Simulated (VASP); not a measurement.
Set up this calculation in VASP 6.6.1, as the native input.

| Property | Result |
| --- | --- |
| Task | single point |
| Functional | PBEsol |
| Potentials or basis | VASP PAW PBE potentials, release 64 (Mo_sv, Bi_d) |
| Cutoff | 520 eV |
| k mesh | 8 × 8 × 6 |
| Occupations | gaussian, width 0.05 eV |
| Spin | no spin polarisation |
| Dipole correction | no |
| k mesh for the DOS | 12 × 12 × 9 |
| Occupations for the DOS | tetrahedron |
| Further INCAR settings | ALGO = Fast; EDIFF = 1e-06; NBANDS = 37 |

The system is BiMo.

```
CELL_PARAMETERS angstrom
4.52443 0.00000 0.00000
-2.26222 3.91827 0.00000
0.00000 0.00000 5.10284
ATOMIC_POSITIONS crystal
Mo 0.00000 0.00000 0.00000
Mo 0.00000 0.00000 0.50000
Bi 0.33333 0.66667 0.25000
Bi 0.66667 0.33333 0.75000
```

The input as run:

POSCAR

```
BiMo
1.0
    4.5244324844      0.0000000000      0.0000000000
   -2.2622162422      3.9182734692      0.0000000000
    0.0000000000      0.0000000000      5.1028384350
Mo Bi
2 2
Direct
    0.0000000000      0.0000000000      0.0000000000
    0.0000000000      0.0000000000      0.5000000000
    0.3333333333      0.6666666667      0.2500000000
    0.6666666667      0.3333333333      0.7500000000
```

INCAR.step1

```
PREC     = Accurate       # precision mode
ENCUT    = 520            # plane-wave cutoff, eV
EDIFF    = 1E-6           # SCF threshold, eV
ISMEAR   = 0              # smearing method
SIGMA    = 0.05           # smearing width, eV
LREAL    = False          # projectors in reciprocal space
LASPH    = True           # aspherical terms in the spheres
NELM     = 100            # most SCF steps
ALGO     = Fast           # electronic algorithm
ISIF     = 2              # what is computed and relaxed
LWAVE    = False          # write WAVECAR
LCHARG   = True           # write CHGCAR
LMAXMIX  = 4              # l up to which the mixer works
GGA      = PS             # functional
NBANDS   = 37             # bands
```

KPOINTS.step1

```
regular mesh
0
Gamma
  8 8 6
```

INCAR.step2

```
PREC     = Accurate       # precision mode
ENCUT    = 520            # plane-wave cutoff, eV
EDIFF    = 1E-6           # SCF threshold, eV
ISMEAR   = -5             # smearing method
SIGMA    = 0.05           # smearing width, eV
LREAL    = False          # projectors in reciprocal space
LASPH    = True           # aspherical terms in the spheres
NELM     = 100            # most SCF steps
ALGO     = Fast           # electronic algorithm
ISIF     = 2              # what is computed and relaxed
LWAVE    = False          # write WAVECAR
LCHARG   = False          # write CHGCAR
LMAXMIX  = 4              # l up to which the mixer works
GGA      = PS             # functional
LORBIT   = 11             # projections on sites
NBANDS   = 37             # bands
NEDOS    = 1001           # points of the DOS
ICHARG   = 11             # starting density
```

KPOINTS.step2

```
regular mesh
0
Gamma
  12 12 9
```

Potentials or basis: VASP PAW PBE potentials, release 64 (Mo_sv, Bi_d).

Run with:

```console
$ cat potpaw_PBE.64/Mo_sv/POTCAR potpaw_PBE.64/Bi_d/POTCAR > POTCAR
$ cp INCAR.step1 INCAR
$ cp KPOINTS.step1 KPOINTS
$ mpirun -np 1 vasp_std > vasp.out
$ cp INCAR.step2 INCAR
$ cp KPOINTS.step2 KPOINTS
$ mpirun -np 1 vasp_std > vasp.out
```

Results of the run:

The valence electrons inside the program's atomic spheres are Mo 12.49; Bi 12.97.

Run time: 6.3 min on 1 thread of Oxide Virtual Turin-like Processor (shared host), peak memory 0.36 GiB.
